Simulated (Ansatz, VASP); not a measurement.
TiB2 in VASP and in Ansatz

```xyz
6
Lattice="3.1065 0.0000 0.0000 0.0000 3.1065 0.0000 0.0000 0.0000 5.4091" Properties=species:S:1:pos:R:3 pbc="T T T"
Ti    0.0000    1.5533    3.5936
Ti    1.5533    0.0000    1.8155
B     0.0000    0.0000    0.0000
B     1.5533    1.5533    0.0000
B     0.0000    1.5533    1.0494
B     1.5533    0.0000    4.3597
```

Change from the starting cell: species swapped into the Cu2Sb type (P4/nmm, No. 129).

Alike in both runs: functional PBE; k mesh 5 × 5 × 3; occupations gaussian, width 0.2 eV; no spin polarisation.

Ansatz relaxed the structure, and its values are those at the end. VASP's run is a single point on that final structure, the one shown.

|  | VASP | Ansatz |
| --- | --- | --- |
| version | VASP 6.6.1 | Ansatz 0.2.0 |
| potentials or method | VASP PAW PBE potentials, release 64 (Ti_sv, B), cutoff 500 eV | scalar-relativistic, plane waves, PAW |
| valence electrons in the cell | 36 | 36 |

Ansatz gave:

| Quantity | Value |
| --- | --- |
| gap on the k mesh at the Fermi level (eV) | none |
| pressure (GPa) | -0.1 |
| rms of the force components (eV/Å) | 0.016 |

Estimate VASP's values.

gap on the k mesh at the Fermi level (eV): none; pressure (GPa): 0.0; rms of the force components (eV/Å): 0.025.

A gap of «none» marks a metal or a gap that the smearing closes.

The k mesh is coarse, so the values compare programs but aren't converged.
